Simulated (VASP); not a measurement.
CuI (Marshite): relaxation of cell and atoms with BLYP+D4

The system is CuI (Marshite).

```
I Cu
1.0
     0.00000    3.03150    3.03150
     3.03150    0.00000    3.03150
     3.03150    3.03150    0.00000
I Cu
1 1
Direct
  0.00000 0.00000 0.00000
  0.75000 0.75000 0.75000
```

* Program: VASP 6.6.1
* Task: relaxation of cell and atoms
* Functional: BLYP
* Dispersion: D4
* Potentials or basis: VASP PAW PBE potentials, release 64 (I, Cu)
* Cutoff: 600 eV
* k mesh: 8 × 8 × 8
* Occupations: fermi-dirac, width 0.05 eV
* Spin: no spin polarisation
* Dipole correction: no
* Further INCAR settings: ALGO = Normal; EDIFF = 1e-06; IBRION = 2; EDIFFG = -0.01; NSW = 60; ISIF = 3

```
Relaxed volume                         : 27.28 Å³/atom
Relaxed cell                           : a = 4.257 Å, b = 4.257 Å, c = 4.257 Å, α = 60.00°, β = 60.00°, γ = 60.00°
Space group after relaxing (to 0.05 Å) : F-43m (No. 216)
Energy gained by relaxing              : 1.6 meV/atom
Ionic steps                            : 3
Pressure after relaxing                : 0.0 GPa
Band gap on the k mesh                 : 1.28 eV, direct
Dispersion energy per atom             : -0.705 eV
```

The path:
| step | energy change (eV) | largest force (eV/Å) | pressure (GPa) | volume (Å³) |
| --- | --- | --- | --- | --- |
| 1 | 0.0000 | 0.0000 | -0.89 | 55.72 |
| 2 | -0.0031 | 0.0000 | 0.06 | 54.47 |
| 3 | -0.0032 | 0.0000 | 0.01 | 54.56 |

Final structure:
```cif
data_structure
_symmetry_space_group_name_H-M 'P 1'
_symmetry_Int_Tables_number 1
_cell_length_a 4.2572
_cell_length_b 4.2572
_cell_length_c 4.2572
_cell_angle_alpha 60.000
_cell_angle_beta 60.000
_cell_angle_gamma 60.000
_cell_volume 54.56
loop_
_atom_site_label
_atom_site_type_symbol
_atom_site_fract_x
_atom_site_fract_y
_atom_site_fract_z
_atom_site_occupancy
I1 I 0.00000 0.00000 0.00000 1
Cu1 Cu 0.75000 0.75000 0.75000 1
```

Levels at points of the mesh, in eV from the valence-band top:
| k point | band 6 | band 7 | band 8 | band 9 | band 10 | band 11 | band 12 | band 13 |
| --- | --- | --- | --- | --- | --- | --- | --- | --- |
| (0.00, 0.00, 0.00) | -1.96 | 0.00 | 0.00 | 0.00 | 1.28 | 4.96 | 4.96 | 4.96 |
| (0.50, 0.00, 0.00) | -1.93 | -1.89 | -0.74 | -0.74 | 2.24 | 5.51 | 5.51 | 7.66 |
| (0.50, 0.50, 0.00) | -1.89 | -1.88 | -1.59 | -1.59 | 2.85 | 2.97 | 9.45 | 9.93 |

It took 48 s on 1 thread of Intel(R) Xeon(R) 6975P-C (Granite Rapids) (shared host), peak memory 0.22 GiB.

Caveat: the PAW data sets were made with another functional, which shifts forces and pressure a little; spin-orbit coupling is left out, which moves the levels of the heavy elements. Expect the measured gap to be larger: semilocal functionals such as BLYP lack the derivative discontinuity.
